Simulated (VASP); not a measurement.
# BiTe (I4mm) in VASP: further runs

Runs on BiTe. Level: PBEsol+D3(BJ). Tasks: single point.

All numbers are computed with VASP 6.6.1; they aren't measurements. Logs are shortened: lines on timing, memory, paths and dates and some standing lists are left out, and cuts for length are marked.

### 1 The cell of the first run

Symmetry: I4mm, No. 107, tetragonal system. Conventional cell: a = 4.575 Å, b = 4.575 Å, c = 6.470 Å, α = 90.00°, β = 90.00°, γ = 90.00°. Within 4.0 Å of Bi (site symmetry 4mm) lie 6 Te at 3.03 to 3.44 Å. Within 4.0 Å of Te (site symmetry 4mm) lie 6 Bi at 3.03 to 3.44 Å.

### 2 Single point, PBEsol+D3(BJ)

INCAR

```
ALGO = Normal
EDIFF = 1E-6
ENCUT = 520
GGA = PS
ISIF = 2
ISMEAR = -1
IVDW = 12
LASPH = True
LCHARG = False
LREAL = False
LWAVE = False
NBANDS = 18
NELM = 60
PREC = Accurate
SIGMA = 0.1
```

KPOINTS

```
k-points
0
Gamma
  9 9 9
```

POSCAR

```
BiTe
1.0
    0.0000000000      3.2350000000      3.2350000000
    3.2350000000      0.0000000000      3.2350000000
    3.2350000000      3.2350000000      0.0000000000
Bi Te
1 1
Direct
    0.0000000000      0.0000000000      0.0000000000
    0.4690880989      0.4690880989      0.5309119011
```

Potentials or basis: VASP PAW PBE potentials, release 64 (Bi_d, Te).

Started as:

```bash
$ cat potpaw_PBE.64/Bi_d/POTCAR potpaw_PBE.64/Te/POTCAR > POTCAR
$ mpirun -np 1 vasp_std > vasp.out
```

OUTCAR:

```text
EDIFF = 1E-6
   ENCUT = 520
   GGA = PS
   ISIF = 2
   ISMEAR = -1
   IVDW = 12
   LASPH = True
   LREAL = False
   NELM = 60
   PREC = Accurate
 IVDW          = 12

 ion  position               nearest neighbor table
   1  0.000  0.000  0.000-   2 3.03   2 3.24   2 3.24   2 3.24   2 3.24   2 3.44
   2  0.469  0.469  0.531-   1 3.03   1 3.24   1 3.24   1 3.24   1 3.24   1 3.44

  LATTYP: Found a face centered cubic cell.
 ALAT       =     6.4700000000

  Lattice vectors:

 A1 = (   0.0000000000,   3.2350000000,   3.2350000000)
 A2 = (   3.2350000000,   0.0000000000,   3.2350000000)
 A3 = (   3.2350000000,   3.2350000000,   0.0000000000)

Analysis of symmetry for initial positions (statically):
=====================================================================
 Subroutine PRICEL returns:
 Original cell was already a primitive cell.

 Routine SETGRP: Setting up the symmetry group for a
 face centered cubic supercell.

 Subroutine GETGRP returns: Found  8 space group operations
 (whereof  8 operations were pure point group operations)
 out of a pool of 48 trial point group operations.

The static configuration has the point symmetry C_4v.

Analysis of symmetry for dynamics (positions and initial velocities):
=====================================================================
 Subroutine PRICEL returns:
 Original cell was already a primitive cell.

 Routine SETGRP: Setting up the symmetry group for a
 face centered cubic supercell.

 Subroutine GETGRP returns: Found  8 space group operations
 (whereof  8 operations were pure point group operations)
 out of a pool of 48 trial point group operations.

The dynamic configuration has the point symmetry C_4v.

 Subroutine INISYM returns: Found  8 space group operations
 (whereof  8 operations are pure point group operations),
 and found     1 'primitive' translations

----------------------------------------------------------------------------------------

                                     Primitive cell

  volume of cell :      67.7100

  direct lattice vectors                    reciprocal lattice vectors
     0.000000000  3.235000000  3.235000000    -0.154559505  0.154559505  0.154559505
     3.235000000  0.000000000  3.235000000     0.154559505 -0.154559505  0.154559505
     3.235000000  3.235000000  0.000000000     0.154559505  0.154559505 -0.154559505

  length of vectors
     4.574980874  4.574980874  4.574980874     0.267704916  0.267704916  0.267704916

  position of ions in fractional coordinates (direct lattice)
     0.000000000  0.000000000  0.000000000
     0.469088099  0.469088099  0.530911901

  ion indices of the primitive-cell ions
   primitive index   ion index
                 1           1
                 2           2

----------------------------------------------------------------------------------------

 KPOINTS: k-points

Automatic generation of k-mesh.
 Grid dimensions read from file:
 generate k-points for:    9    9    9

 Generating k-lattice:

  Cartesian coordinates                     Fractional coordinates (reciprocal lattice)
    -0.017173278  0.017173278  0.017173278     0.111111111  0.000000000  0.000000000
     0.017173278 -0.017173278  0.017173278     0.000000000  0.111111111  0.000000000
     0.017173278  0.017173278 -0.017173278     0.000000000  0.000000000  0.111111111

  Length of vectors
     0.029744991  0.029744991  0.029744991

  Shift w.r.t. Gamma in fractional coordinates (k-lattice)
     0.000000000  0.000000000  0.000000000

 Subroutine IBZKPT returns following result:
 ===========================================

 Found     75 irreducible k-points:

 Following reciprocal coordinates:
            Coordinates               Weight
  0.000000  0.000000  0.000000      1.000000
  0.111111  0.000000  0.000000      8.000000
  0.222222  0.000000  0.000000      8.000000
  0.333333  0.000000  0.000000      8.000000
  0.444444  0.000000  0.000000      8.000000
  0.111111  0.111111  0.000000      2.000000
[... 16 lines left out ...]
  0.000000  0.222222  0.222222      4.000000
  0.333333  0.222222  0.000000      8.000000
 [... further k-points ...]
   k-points           NKPTS =     75   k-points in BZ     NKDIM =     75   number of bands    NBANDS=     18
   number of dos      NEDOS =    301   number of ions     NIONS =      2
   total plane-waves  NPLWV =  46656
   dimension x,y,z NGX =    36 NGY =   36 NGZ =   36
   dimension x,y,z NGXF=    72 NGYF=   72 NGZF=   72
   ions per type =               1   1
   NGX,Y,Z   is equivalent  to a cutoff of  13.08, 13.08, 13.08 a.u.
   NGXF,Y,Z  is equivalent  to a cutoff of  26.16, 26.16, 26.16 a.u.
 SYSTEM =  unknown system
   PREC   = accura    normal or accurate (medium, high low for compatibility)
   ISTART =      0    job   : 0-new  1-cont  2-samecut
   ICHARG =      2    charge: 1-file 2-atom 10-const
   ISPIN  =      1    spin polarized calculation?
   LNONCOLLINEAR =      F non collinear calculations
   LSORBIT =      F    spin-orbit coupling
   LASPH  =      T    aspherical Exc in radial PAW
   ENCUT  =  520.0 eV  38.22 Ry    6.18 a.u.   8.51  8.51  8.51*2*pi/ulx,y,z
   NELM   =     60;   NELMIN=  2; NELMDL= -5     # of ELM steps
   EDIFF  = 0.1E-05   stopping-criterion for ELM
   LREAL  =      F    real-space projection
   EDIFFG = 0.1E-04   stopping-criterion for IOM
   NSW    =      0    number of steps for IOM
   IBRION =     -1    ionic relax: 0-MD 1-quasi-New 2-CG
   NFREE  =      0    steps in history (QN), initial steepest desc. (CG)
   ISIF   =      2    stress and relaxation
   ISYM   =      2    0-nonsym 1-usesym 2-fastsym
   POTIM  = 0.5000    time-step for ionic-motion
   TEBEG  =    0.0;   TEEND  =   0.0 temperature during run
   PSTRESS=    0.0 pullay stress
   NELECT =      21.0000    total number of electrons
   NUPDOWN=      -1.0000    fix difference up-down
   EMIN   =  10.00;   EMAX   =-10.00  energy-range for DOS
   EFERMI =   0.00;   METHOD = LEGACY
   ISMEAR =    -1;   SIGMA  =   0.10  broadening in eV -4-tet -1-fermi 0-gaus
   EFERMI_NEDOS =   21; number of points for ismear=-14 and -15
   IALGO  =     38    algorithm
   IMIX   =      4    mixing-type and parameters
     AMIX     =   0.40;   BMIX     =  1.00
     AMIX_MAG =   1.60;   BMIX_MAG =  1.00
  volume/ion in A,a.u.               =      33.86       228.46
  Fermi-wavevector in a.u.,A,eV,Ry     =   1.108146  2.094092 16.707785  1.227988
  Thomas-Fermi vector in A             =   2.244669
   LORBIT       =      0    0 simple, 1 ext, 2 COOP (PROOUT), +10 PAW based schemes
   GGA     = PS    functional components
   LHFCALC =     F    Hartree Fock is set to
   AEXX    =    0.0000 exact exchange contribution
   IVDW    =    12    specifies the selected vdW correction
   LEPSILON=     F    determine dielectric tensor
   LRPA    =     F    only Hartree local field effects (RPA)
 non-spin polarized calculation
  energy-cutoff  :      520.00
  volume of cell :       67.71
 maximum number of plane-waves:      1853
 NGX is ok and might be reduce to    36
   NGX = 17   NGY = 17   NGZ = 17

 number of electron      21.0000000 magnetization

 Free energy of the ion-electron system (eV)
  ---------------------------------------------------
  ext. energy  EPLUGINS =         0.00000000
  ---------------------------------------------------
  free energy    TOTEN  =        -7.94401470 eV

  energy without entropy =       -7.88792415  energy(sigma->0) =       -7.91596942

 E-fermi :   6.5300     XC(G=0):  -9.5871

 val. band max:        6.5239729497   @ k =   0.3333   0.0000   0.0000
 cond. band min:       6.5361648014   @ k =   0.4444   0.1111   0.0000
 fundamental gap:      0.0121918517
 Fermi energy:         6.5299853018

 k-point     1 :       0.0000    0.0000    0.0000
  band No.  band energies     occupation
      1     -16.5796      2.00000
      2     -16.5649      2.00000
      3     -16.5649      2.00000
      4     -16.5528      2.00000
      5     -16.5486      2.00000
      6      -7.0860      2.00000
[... 10 lines left out ...]
     17      12.4426      0.00000
     18      12.9013      0.00000

 k-point     2 :       0.1111    0.0000    0.0000
  band No.  band energies     occupation
      1     -16.5800      2.00000
      2     -16.5645      2.00000
      3     -16.5643      2.00000
      4     -16.5531      2.00000
      5     -16.5481      2.00000
      6      -6.9763      2.00000
[... 10 lines left out ...]
     17      13.2031      0.00000
     18      13.7083      0.00000

 k-point     3 :       0.2222    0.0000    0.0000
  band No.  band energies     occupation
      1     -16.5812      2.00000
      2     -16.5635      2.00000
      3     -16.5631      2.00000
      4     -16.5535      2.00000
      5     -16.5467      2.00000
      6      -6.6516      2.00000
[... 10 lines left out ...]
     17      14.7621      0.00000
     18      15.2265      0.00000

 k-point     4 :       0.3333    0.0000    0.0000
  band No.  band energies     occupation
      1     -16.5826      2.00000
      2     -16.5626      2.00000
      3     -16.5625      2.00000
      4     -16.5531      2.00000
      5     -16.5451      2.00000
      6      -6.1297      2.00000
[... 375 lines left out ...]
      4     -16.5508      2.00000
      5     -16.5500      2.00000
      6      -6.5137      2.00000
[... 10 lines left out ...]
     17      13.3036      0.00000
     18      13.6765      0.00000

 k-point    23 :       0.0000    0.2222    0.2222
  band No.  band energies     occupation
      1     -16.5803      2.00000
      2     -16.5664      2.00000
      3     -16.5605      2.00000
      4     -16.5558      2.00000
      5     -16.5443      2.00000
      6      -6.5301      2.00000
[... 10 lines left out ...]
     17      13.2973      0.00000
     18      13.8488      0.00000

 k-point    24 :       0.3333    0.2222    0.0000
  band No.  band energies     occupation
      1     -16.5875      2.00000
      2     -16.5590      2.00000
      3     -16.5590      2.00000
      4     -16.5503      2.00000
      5     -16.5499      2.00000
      6      -6.1480      2.00000
[... 10 lines left out ...]
     17      14.4229      0.00000
     18      14.6418      0.00000

 [... further k-points ...]

------------------------ aborting loop because EDIFF is reached ----------------------------------------

 Edisp (eV)   -0.89006

 E8    (eV) :    -0.6217

  FORCE on cell =-STRESS in cart. coord.  units (eV):
  Direction    XX          YY          ZZ          XY          YZ          ZX
  --------------------------------------------------------------------------------------
  -------------------------------------------------------------------------------------
  Total      -1.41874    -1.41874    -1.04469     0.00000    -0.00000     0.00000
  in kB     -33.57078   -33.57078   -24.71989     0.00000    -0.00000     0.00000
  external pressure =      -30.62 kB  Pullay stress =        0.00 kB

 VOLUME and BASIS-vectors are now :
 -----------------------------------------------------------------------------
  energy-cutoff  :      520.00
  volume of cell :       67.71
      direct lattice vectors                 reciprocal lattice vectors
     0.000000000  3.235000000  3.235000000    -0.154559505  0.154559505  0.154559505
     3.235000000  0.000000000  3.235000000     0.154559505 -0.154559505  0.154559505
     3.235000000  3.235000000  0.000000000     0.154559505  0.154559505 -0.154559505

 POSITION                                       TOTAL-FORCE (eV/Angst)
 -----------------------------------------------------------------------------------
      0.00000      0.00000      0.00000         0.000000      0.000000     -0.508725
      3.23500      3.23500      3.03500         0.000000      0.000000      0.508725
 -----------------------------------------------------------------------------------
    total drift:                                0.000000      0.000000     -0.000046

  FREE ENERGIE OF THE ION-ELECTRON SYSTEM (eV)
  ---------------------------------------------------
  free  energy   TOTEN  =        -8.8340770343 eV

  energy  without entropy=       -8.7779864814  energy(sigma->0) =       -8.80603176
```

It took 77 s on 1 thread of Intel Xeon 6975P-C (Granite Rapids), shared host; peak memory 0.26 GiB.

What came out:

```yaml
Free_energy: -8.8341 eV
Pressure: -3.1 GPa
Largest_force: 0.509 eV/Å
Dispersion_energy_per_atom: -0.445 eV
```

Forces in eV/Å, atoms in the order of the input:
```
Bi   0.000  0.000 -0.509
Te   0.000  0.000  0.509
```

Stress tensor (GPa, compression positive):
```
-3.36  0.00  0.00
 0.00 -3.36  0.00
 0.00  0.00 -2.47
```

Levels at points of the mesh, in eV from the Fermi level:
```tsv
k point	band 6	band 7	band 8	band 9	band 10	band 11	band 12	band 13	band 14	band 15
(0.00, 0.00, 0.00)	-13.62	-8.15	-2.69	-2.52	-2.52	1.93	1.93	2.19	4.62	4.74
```

Caveat: three body term missing; the PAW data sets were made with another functional, which shifts forces and pressure a little; spin-orbit coupling is left out, which moves the levels of the heavy elements; pairwise dispersion overbinds metals, which lowers pressure and volume.

[end of part 1 of 2]
